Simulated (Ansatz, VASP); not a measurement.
**One calculation of Ga, two programs**

```
Ga
1.0
     4.45603    0.00000    0.00000
    -2.22801    3.85903    0.00000
     0.00000    0.00000    5.29727
Ga
4
Direct
  0.00000 0.00000 0.25000
  0.00000 0.00000 0.75000
  0.33333 0.66667 0.75000
  0.66667 0.33333 0.25000
```

Alike in both runs: task relaxation of cell and atoms; functional PBE; k mesh 12 × 12 × 10; occupations gaussian, width 0.1 eV; no spin polarisation.

|  | VASP | Ansatz |
| --- | --- | --- |
| version | VASP 6.6.1 | Ansatz 0.2.0 |
| potentials or method | VASP PAW PBE potentials, release 64 (Ga_d), cutoff 600 eV | scalar-relativistic, plane waves, PAW |
| valence electrons in the cell | 52 | 52 |

|  | VASP | Ansatz | Ansatz less VASP |
| --- | --- | --- | --- |
| gap on the k mesh at the Fermi level, each at its own relaxed structure (eV) | none | none | - |
| relaxed volume (Å³/atom) | 22.76 | 22.72 | -0.035 |
| relaxed length of the cell vector where the two differ most in proportion (Å) | 4.433 | 4.428 | -0.0043 |

A gap of «none» marks a metal or a gap that the smearing closes.
